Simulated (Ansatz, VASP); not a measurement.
# One calculation of Ca, two programs

```
CELL_PARAMETERS angstrom
0.00000 2.72799 2.72799
2.72799 0.00000 2.72799
2.72799 2.72799 0.00000
ATOMIC_POSITIONS crystal
Ca 0.00000 0.00000 0.00000
```

Alike in both runs: functional PBEsol; k mesh 13 × 13 × 13; occupations fermi-dirac, width 0.05 eV; no spin polarisation.

Ansatz relaxed the structure, and its values are those at the end. VASP's run is a single point on that final structure, the one shown.

|  | VASP | Ansatz |
| --- | --- | --- |
| version | VASP 6.6.1 | Ansatz 0.2.0 |
| potentials or method | VASP PAW PBE potentials, release 64 (Ca_sv) | PAW with Ansatz's default frozen-core files, scalar-relativistic |
| plane-wave cutoff (eV) | 520 | 420 |
| valence electrons in the cell | 10 | 10 |

```csv
,VASP,Ansatz,Ansatz less VASP
pressure (GPa),0.0,0.0,-0.01
```

VASP's potentials were made for PBE, not for PBEsol.
